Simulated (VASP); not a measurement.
Set up this calculation in VASP 6.6.1, as the native input.

- Task: single point
- Functional: LDA
- Potentials or basis: VASP PAW LDA potentials, release 64 (Re_sv_GW)
- Cutoff: 500 eV
- k mesh: 11 × 11 × 3
- Occupations: fermi-dirac, width 0.05 eV
- Spin: no spin polarisation
- Dipole correction: no
- Further INCAR settings: ALGO = Normal; EDIFF = 1e-06; NBANDS = 38

The structure of Re lies in POSCAR:

```
Re
1.0
    2.7478204761      0.0000000000      0.0000000000
   -1.3739102380      2.3796823373      0.0000000000
    0.0000000000      0.0000000000      8.8788511029
Re
4
Direct
    0.6666666667      0.3333333333      0.7500000000
    0.0000000000      0.0000000000      0.5000000000
    0.3333333333      0.6666666667      0.2500000000
    0.0000000000      0.0000000000      0.0000000000
```

These files were run (other wordings do the same):

INCAR

```
SYSTEM = Re
PREC = Accurate ; ENCUT = 500
EDIFF = 1E-6 ; ISMEAR = -1
SIGMA = 0.05 ; LREAL = .False.
LASPH = .True. ; NELM = 120
ALGO = Normal ; ISIF = 2
LWAVE = .False. ; LCHARG = .False.
NBANDS = 38 ; GGA_COMPAT = .False.
```

KPOINTS

```
regular mesh
0
Gamma
  11 11 3
  0 0 0
```

Potentials or basis: VASP PAW LDA potentials, release 64 (Re_sv_GW).

Run with:

```console
$ cat potpaw_LDA.64/Re_sv_GW/POTCAR > POTCAR
$ mpirun -np 1 vasp_std > vasp.out
```

Results of the run:

```json
{
 "Pressure": "-6.2 GPa",
 "Band gap on the k mesh": "zero (bands 30 and 31 overlap by 2.54 eV)"
}
```

Caveat: the cell stands under tension; spin-orbit coupling is left out, which moves the levels of the heavy elements.

Run time: 38 s on 1 thread of AMD EPYC 9R45 96-Core Processor (Zen 5) (shared host), peak memory 0.15 GiB.
